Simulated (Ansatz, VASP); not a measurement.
One calculation of CdS, two programs

```
CELL_PARAMETERS angstrom
0.00000 2.75324 2.75324
2.75324 0.00000 2.75324
2.75324 2.75324 0.00000
ATOMIC_POSITIONS crystal
Cd 0.00000 0.00000 0.00000
S 0.50000 0.50000 0.50000
```

Alike in both runs: task single point; functional PBE0; k mesh 6 × 6 × 6; occupations fermi-dirac, width 0.05 eV; no spin polarisation.

|  | VASP | Ansatz |
| --- | --- | --- |
| version | VASP 6.6.1 | Ansatz 0.2.0 |
| potentials or method | VASP PAW PBE potentials, release 64 (Cd, S) | Ansatz PAW |
| plane-wave cutoff (eV) | 520 | 420 |
| valence electrons in the cell | 18 | 26 |

|  | VASP | Ansatz | Ansatz less VASP |
| --- | --- | --- | --- |
| gap on the k mesh at the Fermi level (eV) | 1.90 | 1.90 | -0.003 |
| least direct gap on the mesh (eV) | 3.21 | 3.21 | +0.004 |
| pressure (GPa) | -2.0 | -2.3 | -0.31 |

VASP's potentials hold 18 valence electrons a cell and Ansatz's 26, so a difference there can come from the potentials and not from the codes.
